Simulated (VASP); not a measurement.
# Al: single point with revPBE

Crystal: Al.

```
Al
1.0
     0.00000    1.94488    1.94488
     1.94488    0.00000    1.94488
     1.94488    1.94488    0.00000
Al
1
Direct
  0.00000 0.00000 0.00000
```

This cell differs from its parent crystal: volume scaled by 0.88.

```json
{"Program": "VASP 6.6.1", "Task": "single point", "Functional": "revPBE", "Potentials or basis": "VASP PAW PBE potentials, release 64 (Al)", "Cutoff": "520 eV", "k mesh": "22 × 22 × 22", "Occupations": "fermi-dirac, width 0.1 eV", "Spin": "no spin polarisation", "Dipole correction": "no", "Further INCAR settings": "ALGO = Normal; EDIFF = 1e-06; NBANDS = 8"}
```

| Property | Result |
| --- | --- |
| Pressure | 12.9 GPa |

Levels at points of the mesh, in eV from the Fermi level:
| k point | band 1 | band 2 | band 3 | band 4 |
| --- | --- | --- | --- | --- |
| (0.00, 0.00, 0.00) | -11.94 | 13.27 | 13.27 | 13.27 |
| (0.50, 0.00, 0.00) | -5.07 | -4.51 | 11.99 | 11.99 |
| (0.50, 0.50, 0.00) | -3.20 | -1.63 | 5.25 | 6.20 |

Wall time 15 s on 1 thread of Intel(R) Xeon(R) Platinum 8375C CPU @ 2.90GHz (Ice Lake), with other jobs on the host, peak memory 0.14 GiB.

Caveat: the PAW data sets were made with another functional, which shifts forces and pressure a little.
